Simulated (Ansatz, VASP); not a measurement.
## Mg in VASP and in Ansatz

```xyz
1
Lattice="3.0503 0.0000 0.0000 -1.5251 2.6416 0.0000 0.0000 0.0000 3.0448" Properties=species:S:1:pos:R:3 pbc="T T T"
Mg    0.0000    0.0000    0.0000
```

Alike in both runs: task single point; functional PBEsol; k mesh 9 × 9 × 8; no spin polarisation.

|  | VASP | Ansatz |
| --- | --- | --- |
| version | VASP 6.6.1 | Ansatz 0.2.0 |
| potentials or method | VASP PAW PBE potentials, release 64 (Mg), cutoff 600 eV | plane waves, PAW |
| occupations | methfessel-paxton of order 1, width 0.05 eV | cold, width 0.05 eV |
| valence electrons in the cell | 2 | 10 |

```tsv
	VASP	Ansatz	Ansatz less VASP
pressure (GPa)	0.6	0.6	+0.03
traceless stress, the component that is largest in VASP (GPa)	-0.94	-0.93	+0.011
```

VASP's potentials were made for PBE, not for PBEsol. VASP's potentials hold 2 valence electrons a cell and Ansatz's 10, so a difference there can come from the potentials and not from the codes.
